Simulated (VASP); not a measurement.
Set up this calculation in VASP 6.6.1, as the native input.

| Item | Value |
| --- | --- |
| Task | single point |
| Functional | PBEsol |
| Potentials or basis | VASP PAW PBE potentials, release 64 (Ga_d, Sb) |
| Cutoff | 500 eV |
| k mesh | 8 × 8 × 8 |
| Occupations | fermi-dirac, width 0.1 eV |
| Spin | no spin polarisation |
| Dipole correction | no |
| Further INCAR settings | ALGO = Normal; EDIFF = 1e-06; NBANDS = 16 |

The structure of GaSb lies in POSCAR:

```
GaSb
1.0
   -2.6972256977      2.6972256977      1.5582344802
    2.6972256977     -2.6972256977      1.5582344802
    2.6972256977      2.6972256977     -1.5582344802
Ga Sb
1 1
Direct
    0.2500000000      0.7500000000      0.5000000000
    0.0000000000      0.0000000000      0.0000000000
```

The input as run:

INCAR

```
SYSTEM = GaSb
PREC = Accurate
ENCUT = 500
EDIFF = 1E-6
ISMEAR = -1
SIGMA = 0.1
LREAL = .False.
LASPH = .True.
NELM = 120
ALGO = Normal
ISIF = 2
LWAVE = .False.
LCHARG = .False.
GGA = PS
NBANDS = 16
GGA_COMPAT = .False.
```

KPOINTS

```
Automatic mesh
0
Gamma
  8 8 8
  0 0 0
```

Potentials or basis: VASP PAW PBE potentials, release 64 (Ga_d, Sb).

Command:

```sh
$ cat potpaw_PBE.64/Ga_d/POTCAR potpaw_PBE.64/Sb/POTCAR > POTCAR
$ mpirun -np 1 vasp_std > vasp.out
```

Results of the run:

* Pressure: 0.6 GPa
* Band gap on the k mesh: zero (band 9 reaches 8.90 eV, above the bottom of band 10 at 4.92 eV)

Caveat: the PAW data sets were made with another functional, which shifts forces and pressure a little; spin-orbit coupling is left out, which moves the levels of the heavy elements.

Wall time 53 s on 1 thread of AMD EPYC 7R43 64-Core Processor (Zen 3) (shared host), peak memory 0.16 GiB.
